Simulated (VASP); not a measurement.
Wanted: the native input for a VASP 6.6.1 run.

* Task: single point
* Functional: RPBE
* Dispersion: D4
* Potentials or basis: VASP PAW PBE potentials, release 64 (As, B)
* Cutoff: 520 eV
* k mesh: 10 × 10 × 10
* Occupations: fermi-dirac, width 0.05 eV
* Spin: no spin polarisation
* Dipole correction: no
* Further INCAR settings: ALGO = Normal; EDIFF = 1e-07; NBANDS = 11

The structure of BAs lies in POSCAR:

```
BAs
1.0
    0.0000000000      2.3724693156      2.3724693156
    2.3724693156      0.0000000000      2.3724693156
    2.3724693156      2.3724693156      0.0000000000
As B
1 1
Direct
    0.7500000000      0.7500000000      0.7500000000
    0.0000000000      0.0000000000      0.0000000000
```

These files were run (other wordings do the same):

INCAR

```
ALGO = Normal
EDIFF = 1E-7
ENCUT = 520
GGA = RP
ISIF = 2
ISMEAR = -1
IVDW = 13
LASPH = True
LCHARG = False
LREAL = False
LWAVE = False
NBANDS = 11
NELM = 100
PREC = Accurate
SIGMA = 0.05
```

KPOINTS

```
k-points
0
Gamma
  10 10 10
```

Potentials or basis: VASP PAW PBE potentials, release 64 (As, B).

The run is started by

```console
$ cat potpaw_PBE.64/As/POTCAR potpaw_PBE.64/B/POTCAR > POTCAR
$ mpirun -np 1 vasp_std > vasp.out
```

Results of the run:

```yaml
Pressure: -1.4 GPa
Band_gap_on_the_k_mesh: 1.18 eV, indirect (least direct gap 3.30 eV)
Dispersion_energy_per_atom: -0.801 eV
```

Caveat: the PAW data sets were made with another functional, which shifts forces and pressure a little.

It took 36 s on 1 thread of Intel Xeon 8259CL, with other jobs on the host, peak memory 0.16 GiB.
